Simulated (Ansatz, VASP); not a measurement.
**Two plane-wave programs on SnO2**

```xyz
6
Lattice="4.7380 0.0000 0.0000 0.0000 4.7380 0.0000 0.0000 0.0000 3.1865" Properties=species:S:1:pos:R:3 pbc="T T T"
Sn    2.3690    2.3690    1.5933
Sn    0.0000    0.0000    0.0000
O     3.8240    0.9140    1.5933
O     3.2830    3.2830    0.0000
O     0.9140    3.8240    1.5933
O     1.4550    1.4550    0.0000
```

Alike in both runs: functional revPBE; k mesh 6 × 6 × 8; occupations fermi-dirac, width 0.05 eV; no spin polarisation.

|  | VASP | Ansatz |
| --- | --- | --- |
| version | VASP 6.6.1 | Ansatz 0.2.0 |
| potentials or method | VASP PAW PBE potentials, release 64 (Sn_d, O) | Ansatz PAW |
| plane-wave cutoff (eV) | 520 | 420 |
| valence electrons in the cell | 52 | 52 |
| task | single point | band structure |

VASP gave:

```
gap on the k mesh at the Fermi level (eV)                     : 1.34
least direct gap on the mesh (eV)                             : 1.34
pressure (GPa)                                                : 14.9
traceless stress, the component that is largest in VASP (GPa) : 2.29
rms of the force components (eV/Å)                            : 0.150
```

Q: What did Ansatz give for the same quantities?

A: gap on the k mesh at the Fermi level (eV): 1.35; least direct gap on the mesh (eV): 1.35; pressure (GPa): 14.2; traceless stress, the component that is largest in VASP (GPa): 2.07; rms of the force components (eV/Å): 0.140.

VASP's potentials were made for PBE, not for revPBE. Atom by atom the forces differ by 0.009 eV/Å (rms over components). The functional is the same, so the differences come from potentials, cutoffs and numerics.
